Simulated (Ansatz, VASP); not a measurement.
**Mo in VASP and in Ansatz**

```xyz
1
Lattice="-1.6338 1.6338 1.5710 1.6338 -1.6338 1.5710 1.6338 1.6338 -1.5710" Properties=species:S:1:pos:R:3 pbc="T T T"
Mo    0.0000    0.0000    0.0000
```

Change from the starting cell: strain +0.040 along x and y, +0.000 along z, atoms carried along.

Alike in both runs: task single point; functional PBE; k mesh 22 × 22 × 22; occupations gaussian, width 0.15 eV; no spin polarisation.

|  | VASP | Ansatz |
| --- | --- | --- |
| version | VASP 6.6.1 | Ansatz 0.2.0 |
| potentials or method | VASP PAW PBE potentials, release 64 (Mo_sv), cutoff 520 eV | scalar-relativistic, plane waves, PAW |
| valence electrons in the cell | 14 | 14 |

|  | VASP | Ansatz | Ansatz less VASP |
| --- | --- | --- | --- |
| gap on the k mesh at the Fermi level (eV) | none | none | - |
| pressure (GPa) | -13.2 | -13.6 | -0.39 |
| traceless stress, the component that is largest in VASP (GPa) | 6.88 | 6.89 | +0.003 |

A gap of «none» marks a metal or a gap that the smearing closes.
